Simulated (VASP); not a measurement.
The system is NaF.

```xyz
4
Lattice="3.3231 0.0000 0.0000 -1.6615 2.8779 0.0000 0.0000 0.0000 5.4266" Properties=species:S:1:pos:R:3 pbc="T T T"
Na    0.0000    0.0000    0.0000
Na    0.0000    0.0000    2.7133
F     0.0000    1.9186    1.3566
F     1.6615    0.9593    4.0699
```

* Program: VASP 6.6.1
* Task: relaxation of cell and atoms
* Functional: PBE
* Potentials or basis: VASP PAW PBE potentials, release 64 (Na_pv, F)
* Cutoff: 600 eV
* k mesh: 9 × 9 × 6
* Occupations: gaussian, width 0.02 eV
* Spin: no spin polarisation

At the start: pressure 0.2 GPa; volume 12.97 Å³/atom.

Problem. Where does the relaxation end?

Solution. Over 6 steps the energy falls by 11.8 meV/atom and the volume is 13.01 Å³/atom (+0.3 %); space group P6_3/mmc (No. 194, to 0.1 Å) before and after.

Step by step:
```csv
step,energy change (eV),largest force (eV/Å),pressure (GPa),volume (Å³)
1,0.0000,0.0000,0.24,51.90
2,-0.0264,0.0000,0.06,52.03
3,-0.0463,0.0000,-0.29,52.27
4,-0.0469,0.0000,-0.24,52.24
5,-0.0468,0.0000,-0.25,52.24
6,-0.0470,0.0000,-0.06,52.03
```

Final structure:
```cif
data_structure
_symmetry_space_group_name_H-M 'P 1'
_symmetry_Int_Tables_number 1
_cell_length_a 3.2480
_cell_length_b 3.2480
_cell_length_c 5.6956
_cell_angle_alpha 90.000
_cell_angle_beta 90.000
_cell_angle_gamma 120.000
_cell_volume 52.03
loop_
_atom_site_label
_atom_site_type_symbol
_atom_site_fract_x
_atom_site_fract_y
_atom_site_fract_z
_atom_site_occupancy
Na1 Na 0.00000 0.00000 0.00000 1
Na2 Na 0.00000 0.00000 0.50000 1
F1 F 0.33333 0.66667 0.25000 1
F2 F 0.66667 0.33333 0.75000 1
```
